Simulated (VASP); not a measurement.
# MoS2 (P-6m2) in VASP: notebook

The runs below take MoS2 through single point, with PBE+D3(BJ).

All numbers are computed with VASP 6.6.1; they aren't measurements. Logs are shortened: lines on timing, memory, paths and dates and some standing lists are left out, and cuts for length are marked.

## (1) The cell of the first run

The structure is hexagonal, space group P-6m2 (No. 187). Conventional cell: a = 3.149 Å, b = 3.149 Å, c = 6.645 Å, α = 90.00°, β = 90.00°, γ = 120.00°. Mo (site symmetry -6m2) has 6 S at 2.40 Å and 6 Mo at 3.15 Å within 3.2 Å. S (site symmetry 3m) has 3 Mo at 2.40 Å and 7 S at 3.13 to 3.15 Å within 3.2 Å.

## (2) Single point, PBE+D3(BJ)

INCAR reads:

```
SYSTEM = MoS2
PREC = Accurate
ENCUT = 520
EDIFF = 1E-6
ISMEAR = 0
SIGMA = 0.02
LREAL = .FALSE.
LASPH = .TRUE.
NELM = 100
ALGO = Normal
ISIF = 2
LWAVE = .FALSE.
LCHARG = .TRUE.
GGA = PE
IVDW = 12
LELF = .TRUE.
LVHAR = .TRUE.
NBANDS = 20
```

KPOINTS reads:

```
Automatic mesh
0
G
  12 12 4
  0 0 0
```

POSCAR reads:

```
MoS2
1.0
    3.1494907914      0.0000000000      0.0000000000
   -1.5747453957      2.7275390344      0.0000000000
    0.0000000000      0.0000000000      6.6453777226
Mo S
1 2
Direct
    0.0000000000      0.0000000000      0.0000000000
    0.3333333333      0.6666666667      0.2357701862
    0.3333333333      0.6666666667      0.7642298138
```

Potentials or basis: VASP PAW PBE potentials, release 64 (Mo_sv, S).

Run with:

```sh
$ cat potpaw_PBE.64/Mo_sv/POTCAR potpaw_PBE.64/S/POTCAR > POTCAR
$ mpirun -np 1 vasp_std > vasp.out
```

OUTCAR:

```text
SYSTEM = MoS2
   PREC = Accurate
   ENCUT = 520
   EDIFF = 1E-6
   ISMEAR = 0
   LREAL = .FALSE.
   LASPH = .TRUE.
   NELM = 100
   ISIF = 2
   GGA = PE
   IVDW = 12
 IVDW          = 12

 ion  position               nearest neighbor table
   1  0.000  0.000  0.000-   2 2.40   3 2.40   2 2.40   3 2.40   2 2.40   3 2.40
   2  0.333  0.667  0.236-   1 2.40   1 2.40   1 2.40
   3  0.333  0.667  0.764-   1 2.40   1 2.40   1 2.40

  LATTYP: Found a hexagonal cell.
 ALAT       =     3.1494907914
 C/A-ratio  =     2.1099848079

  Lattice vectors:

 A1 = (   3.1494907914,   0.0000000000,   0.0000000000)
 A2 = (  -1.5747453957,   2.7275390344,   0.0000000000)
 A3 = (   0.0000000000,   0.0000000000,   6.6453777226)

Analysis of symmetry for initial positions (statically):
=====================================================================
 Subroutine PRICEL returns:
 Original cell was already a primitive cell.

 Routine SETGRP: Setting up the symmetry group for a
 hexagonal supercell.

 Subroutine GETGRP returns: Found 12 space group operations
 (whereof 12 operations were pure point group operations)
 out of a pool of 24 trial point group operations.

The static configuration has the point symmetry D_3h.

Analysis of symmetry for dynamics (positions and initial velocities):
=====================================================================
 Subroutine PRICEL returns:
 Original cell was already a primitive cell.

 Routine SETGRP: Setting up the symmetry group for a
 hexagonal supercell.

 Subroutine GETGRP returns: Found 12 space group operations
 (whereof 12 operations were pure point group operations)
 out of a pool of 24 trial point group operations.

The dynamic configuration has the point symmetry D_3h.

 Subroutine INISYM returns: Found 12 space group operations
 (whereof 12 operations are pure point group operations),
 and found     1 'primitive' translations

----------------------------------------------------------------------------------------

                                     Primitive cell

  volume of cell :      57.0862

  direct lattice vectors                    reciprocal lattice vectors
     3.149490791  0.000000000  0.000000000     0.317511644  0.183315433  0.000000000
    -1.574745396  2.727539034  0.000000000     0.000000000  0.366630867  0.000000000
     0.000000000  0.000000000  6.645377723     0.000000000  0.000000000  0.150480536

  length of vectors
     3.149490791  3.149490791  6.645377723     0.366630867  0.366630867  0.150480536

  position of ions in fractional coordinates (direct lattice)
     0.000000000  0.000000000  0.000000000
     0.333333333  0.666666667  0.235770186
     0.333333333  0.666666667  0.764229814

  ion indices of the primitive-cell ions
   primitive index   ion index
                 1           1
                 2           2
                 3           3

----------------------------------------------------------------------------------------

 KPOINTS: Automatic mesh

Automatic generation of k-mesh.
 Grid dimensions read from file:
 generate k-points for:   12   12    4

 Generating k-lattice:

  Cartesian coordinates                     Fractional coordinates (reciprocal lattice)
     0.026459304  0.015276286  0.000000000     0.083333333  0.000000000  0.000000000
     0.000000000  0.030552572  0.000000000     0.000000000  0.083333333  0.000000000
     0.000000000  0.000000000  0.037620134     0.000000000  0.000000000  0.250000000

  Length of vectors
     0.030552572  0.030552572  0.037620134

  Shift w.r.t. Gamma in fractional coordinates (k-lattice)
     0.000000000  0.000000000  0.000000000

 Subroutine IBZKPT returns following result:
 ===========================================

 Found     57 irreducible k-points:

 Following reciprocal coordinates:
            Coordinates               Weight
  0.000000  0.000000  0.000000      1.000000
  0.083333 -0.000000  0.000000      6.000000
  0.166667  0.000000  0.000000      6.000000
  0.250000  0.000000  0.000000      6.000000
  0.333333  0.000000  0.000000      6.000000
  0.416667 -0.000000  0.000000      6.000000
[... 16 lines left out ...]
  0.250000  0.000000  0.250000     12.000000
  0.333333  0.000000  0.250000     12.000000
 [... further k-points ...]
   k-points           NKPTS =     57   k-points in BZ     NKDIM =     57   number of bands    NBANDS=     20
   number of dos      NEDOS =    301   number of ions     NIONS =      3
   total plane-waves  NPLWV =  28800
   dimension x,y,z NGX =    24 NGY =   24 NGZ =   50
   dimension x,y,z NGXF=    48 NGYF=   48 NGZF=  100
   ions per type =               1   2
   NGX,Y,Z   is equivalent  to a cutoff of  12.67, 12.67, 12.51 a.u.
   NGXF,Y,Z  is equivalent  to a cutoff of  25.34, 25.34, 25.02 a.u.
 SYSTEM =  MoS2
   PREC   = accura    normal or accurate (medium, high low for compatibility)
   ISTART =      0    job   : 0-new  1-cont  2-samecut
   ICHARG =      2    charge: 1-file 2-atom 10-const
   ISPIN  =      1    spin polarized calculation?
   LNONCOLLINEAR =      F non collinear calculations
   LSORBIT =      F    spin-orbit coupling
   LASPH  =      T    aspherical Exc in radial PAW
   ENCUT  =  520.0 eV  38.22 Ry    6.18 a.u.   5.86  5.86 12.36*2*pi/ulx,y,z
   NELM   =    100;   NELMIN=  2; NELMDL= -5     # of ELM steps
   EDIFF  = 0.1E-05   stopping-criterion for ELM
   LREAL  =      F    real-space projection
   EDIFFG = 0.1E-04   stopping-criterion for IOM
   NSW    =      0    number of steps for IOM
   IBRION =     -1    ionic relax: 0-MD 1-quasi-New 2-CG
   NFREE  =      0    steps in history (QN), initial steepest desc. (CG)
   ISIF   =      2    stress and relaxation
   ISYM   =      2    0-nonsym 1-usesym 2-fastsym
   POTIM  = 0.5000    time-step for ionic-motion
   TEBEG  =    0.0;   TEEND  =   0.0 temperature during run
   PSTRESS=    0.0 pullay stress
   NELECT =      26.0000    total number of electrons
   NUPDOWN=      -1.0000    fix difference up-down
   EMIN   =  10.00;   EMAX   =-10.00  energy-range for DOS
   EFERMI =   0.00;   METHOD = LEGACY
   ISMEAR =     0;   SIGMA  =   0.02  broadening in eV -4-tet -1-fermi 0-gaus
   EFERMI_NEDOS =   21; number of points for ismear=-14 and -15
   IALGO  =     38    algorithm
   IMIX   =      4    mixing-type and parameters
     AMIX     =   0.40;   BMIX     =  1.00
     AMIX_MAG =   1.60;   BMIX_MAG =  1.00
  volume/ion in A,a.u.               =      19.03       128.41
  Fermi-wavevector in a.u.,A,eV,Ry     =   1.259570  2.380242 21.585866  1.586516
  Thomas-Fermi vector in A             =   2.393123
   LORBIT       =      0    0 simple, 1 ext, 2 COOP (PROOUT), +10 PAW based schemes
   GGA     = PE    functional components
   LHFCALC =     F    Hartree Fock is set to
   AEXX    =    0.0000 exact exchange contribution
   IVDW    =    12    specifies the selected vdW correction
   LEPSILON=     F    determine dielectric tensor
   LRPA    =     F    only Hartree local field effects (RPA)
 non-spin polarized calculation
 Gauss-broadening in eV      SIGMA  =   0.02
  energy-cutoff  :      520.00
  volume of cell :       57.09
 maximum number of plane-waves:      1552
 NGX is ok and might be reduce to    24
   NGX = 11   NGY = 11   NGZ = 25

 number of electron      26.0000001 magnetization

 Free energy of the ion-electron system (eV)
  ---------------------------------------------------
  ext. energy  EPLUGINS =         0.00000000
  ---------------------------------------------------
  free energy    TOTEN  =       -21.79730597 eV

  energy without entropy =      -21.79730597  energy(sigma->0) =      -21.79730597

 E-fermi :   6.5719     XC(G=0): -10.3040

 val. band max:        6.4845421442   @ k =   0.0000   0.0000   0.5000
 cond. band min:       7.7005414490   @ k =   0.1667   0.1667   0.0000
 fundamental gap:      1.2159993047
 Fermi energy:         6.5718737129

 k-point     1 :       0.0000    0.0000    0.0000
  band No.  band energies     occupation
      1     -54.7673      2.00000
      2     -28.9335      2.00000
      3     -28.6865      2.00000
      4     -28.6865      2.00000
      5      -8.1883      2.00000
      6      -6.7302      2.00000
[... 12 lines left out ...]
     19      14.1968      0.00000
     20      15.4581      0.00000

 k-point     2 :       0.0833   -0.0000    0.0000
  band No.  band energies     occupation
      1     -54.7644      2.00000
      2     -28.9280      2.00000
      3     -28.7149      2.00000
      4     -28.6929      2.00000
      5      -8.0814      2.00000
      6      -6.6874      2.00000
[... 12 lines left out ...]
     19      14.3336      0.00000
     20      15.9377      0.00000

 k-point     3 :       0.1667    0.0000    0.0000
  band No.  band energies     occupation
      1     -54.7566      2.00000
      2     -28.9127      2.00000
      3     -28.7920      2.00000
      4     -28.7105      2.00000
      5      -7.7768      2.00000
      6      -6.5660      2.00000
[... 12 lines left out ...]
     19      14.8407      0.00000
     20      15.9863      0.00000

 k-point     4 :       0.2500    0.0000    0.0000
  band No.  band energies     occupation
      1     -54.7458      2.00000
      2     -28.8957      2.00000
      3     -28.8918      2.00000
      4     -28.7344      2.00000
      5      -7.3238      2.00000
      6      -6.3873      2.00000
[... 12 lines left out ...]
     19      14.9749      0.00000
     20      15.5717      0.00000

 k-point     5 :       0.3333    0.0000    0.0000
  band No.  band energies     occupation
      1     -54.7351      2.00000
      2     -28.9979      2.00000
      3     -28.8708      2.00000
      4     -28.7582      2.00000
      5      -6.8118      2.00000
      6      -6.1903      2.00000
[... 12 lines left out ...]
     19      13.8880      0.00000
     20      14.7748      0.00000
[... 353 lines left out ...]
      6      -6.7799      2.00000
[... 12 lines left out ...]
     19      14.6225      0.00000
     20      15.7199      0.00000

 k-point    22 :       0.1667    0.0000    0.2500
  band No.  band energies     occupation
      1     -54.7566      2.00000
      2     -28.9127      2.00000
      3     -28.7920      2.00000
      4     -28.7105      2.00000
      5      -7.7237      2.00000
      6      -6.6514      2.00000
[... 12 lines left out ...]
     19      14.9183      0.00000
     20      16.0502      0.00000

 k-point    23 :       0.2500    0.0000    0.2500
  band No.  band energies     occupation
      1     -54.7458      2.00000
      2     -28.8957      2.00000
      3     -28.8918      2.00000
      4     -28.7344      2.00000
      5      -7.2722      2.00000
      6      -6.4621      2.00000
[... 12 lines left out ...]
     19      14.8309      0.00000
     20      15.5982      0.00000

 k-point    24 :       0.3333    0.0000    0.2500
  band No.  band energies     occupation
      1     -54.7350      2.00000
      2     -28.9979      2.00000
      3     -28.8708      2.00000
      4     -28.7582      2.00000
      5      -6.7640      2.00000
      6      -6.2523      2.00000
[... 12 lines left out ...]
     19      14.1259      0.00000
     20      14.8474      0.00000

 [... further k-points ...]

------------------------ aborting loop because EDIFF is reached ----------------------------------------

 Edisp (eV)   -1.19314

 E8    (eV) :    -0.4819

  FORCE on cell =-STRESS in cart. coord.  units (eV):
  Direction    XX          YY          ZZ          XY          YZ          ZX
  --------------------------------------------------------------------------------------
  -------------------------------------------------------------------------------------
  Total      -0.03975    -0.03975    -0.06112     0.00000     0.00000     0.00000
  in kB      -1.11566    -1.11566    -1.71535     0.00000     0.00000     0.00000
  external pressure =       -1.32 kB  Pullay stress =        0.00 kB

 VOLUME and BASIS-vectors are now :
 -----------------------------------------------------------------------------
  energy-cutoff  :      520.00
  volume of cell :       57.09
      direct lattice vectors                 reciprocal lattice vectors
     3.149490791  0.000000000  0.000000000     0.317511644  0.183315433  0.000000000
    -1.574745396  2.727539034  0.000000000     0.000000000  0.366630867  0.000000000
     0.000000000  0.000000000  6.645377723     0.000000000  0.000000000  0.150480536

 POSITION                                       TOTAL-FORCE (eV/Angst)
 -----------------------------------------------------------------------------------
      0.00000      0.00000      0.00000         0.000000     -0.000000      0.000000
     -0.00000      1.81836      1.56678        -0.000000     -0.000000     -0.013749
     -0.00000      1.81836      5.07860        -0.000000      0.000000      0.013749
 -----------------------------------------------------------------------------------
    total drift:                                0.000000     -0.000000     -0.000000

  FREE ENERGIE OF THE ION-ELECTRON SYSTEM (eV)
  ---------------------------------------------------
  free  energy   TOTEN  =       -22.9904421435 eV

  energy  without entropy=      -22.9904421435  energy(sigma->0) =      -22.99044214
```

Wall time 23 s (1 thread of Intel Xeon 6975P-C (Granite Rapids), shared host); peak memory 0.22 GiB.

Results:

- Free energy: -22.9904 eV
- Pressure: -0.1 GPa
- Largest force: 0.014 eV/Å
- Band gap on the k mesh: 1.22 eV (least direct gap 1.76 eV)
- Dispersion energy per atom: -0.398 eV

Forces on the atoms (eV/Å):
```
Mo   0.000  0.000  0.000
S    0.000  0.000 -0.014
S    0.000  0.000  0.014
```

## (3) Single point, PBE+D3(BJ)

INCAR reads:

```
  ALGO = Normal
  EDIFF = 1E-6
  ENCUT = 520
  GGA = PE
  ISIF = 2
  ISMEAR = 0
  IVDW = 12
  LASPH = T
  LCHARG = F
  LREAL = F
  LWAVE = F
  NBANDS = 20
  NELM = 100
  PREC = Accurate
  SIGMA = 0.05
```

KPOINTS reads:

```
k-points
0
Gamma
  12 12 4
```

POSCAR reads:

```
MoS2
1.0
    3.1497239970      0.0000000000      0.0000000000
   -1.5748619985      2.7277409963      0.0000000000
    0.0000000000      0.0000000000      6.6475426602
Mo S
1 2
Direct
    0.0000000000      0.0000000000      0.0000000000
    0.3333333333      0.6666666667      0.2356692374
    0.3333333333      0.6666666667      0.7643307626
```

Potentials or basis: VASP PAW PBE potentials, release 64 (Mo_sv, S).

Run with:

```sh
$ cat potpaw_PBE.64/Mo_sv/POTCAR potpaw_PBE.64/S/POTCAR > POTCAR
$ mpirun -np 1 vasp_std > vasp.out
```

Wall time 48 s (1 thread of Intel Xeon 8259CL, shared host); peak memory 0.22 GiB.

The run converged. Its results:

| Property | Result |
| --- | --- |
| Free energy | -22.9904 eV |
| Pressure | -0.1 GPa |
| Largest force | 0.011 eV/Å |
| Band gap on the k mesh | 1.22 eV (least direct gap 1.76 eV) |
| Dispersion energy per atom | -0.398 eV |

Forces on the atoms (eV/Å):
```
Mo   0.000  0.000  0.000
S    0.000  0.000 -0.011
S    0.000  0.000  0.011
```

Levels at points of the mesh, in eV from the valence-band top:
| k point | band 10 | band 11 | band 12 | band 13 | band 14 | band 15 | band 16 | band 17 |
| --- | --- | --- | --- | --- | --- | --- | --- | --- |
| (0.00, 0.00, 0.00) | -1.87 | -1.87 | -1.49 | -0.93 | 2.45 | 2.45 | 2.61 | 2.61 |
| (0.50, 0.00, 0.00) | -3.58 | -1.98 | -1.37 | -1.29 | 1.93 | 2.33 | 3.84 | 4.05 |
| (0.00, 0.00, 0.50) | -3.00 | -1.88 | -1.88 | 0.00 | 2.38 | 2.38 | 2.70 | 2.70 |
| (0.50, 0.00, 0.50) | -3.60 | -2.82 | -1.30 | -0.86 | 1.95 | 2.53 | 3.18 | 3.86 |

A k mesh can miss the band edges.

## (4) Single point, PBE+D3(BJ)

INCAR reads:

```
PREC = Accurate
ENCUT = 520
EDIFF = 1E-6
ISMEAR = 0
SIGMA = 0.05
LREAL = F
LASPH = T
NELM = 60
ALGO = Normal
ISIF = 2
LWAVE = F
LCHARG = F
GGA = PE
IVDW = 12
NBANDS = 20
```

KPOINTS reads:

```
regular mesh
0
Gamma
  12 12 6
```

POSCAR is that of step 3.

Run with:

```sh
$ cat potpaw_PBE.64/Mo_sv/POTCAR potpaw_PBE.64/S/POTCAR > POTCAR
$ mpirun -np 1 vasp_std > vasp.out
```

It took 63 s on 1 thread of Intel Xeon 8259CL, shared host; peak memory 0.23 GiB.

It converged, with:

```
Free energy                : -22.9905 eV
Pressure                   : -0.1 GPa
Largest force              : 0.011 eV/Å
Band gap on the k mesh     : 1.22 eV (least direct gap 1.76 eV)
Dispersion energy per atom : -0.398 eV
```

Forces on the atoms (eV/Å):
```
Mo   0.000  0.000  0.000
S    0.000  0.000 -0.011
S    0.000  0.000  0.011
```

Levels at points of the mesh, in eV from the valence-band top:
| k point | band 9 | band 10 | band 11 | band 12 | band 13 | band 14 | band 15 | band 16 | band 17 | band 18 |
| --- | --- | --- | --- | --- | --- | --- | --- | --- | --- | --- |
| (0.00, 0.00, 0.00) | -3.01 | -1.87 | -1.87 | -1.49 | -0.93 | 2.45 | 2.45 | 2.61 | 2.61 | 5.81 |
| (0.50, 0.00, 0.00) | -4.78 | -3.58 | -1.98 | -1.37 | -1.29 | 1.93 | 2.33 | 3.84 | 4.05 | 5.19 |
| (0.00, 0.00, 0.50) | -3.00 | -3.00 | -1.88 | -1.88 | 0.00 | 2.38 | 2.38 | 2.70 | 2.70 | 6.05 |
| (0.50, 0.00, 0.50) | -4.38 | -3.60 | -2.82 | -1.30 | -0.86 | 1.95 | 2.53 | 3.18 | 3.86 | 6.57 |

(Continued in part 2 of 2.)
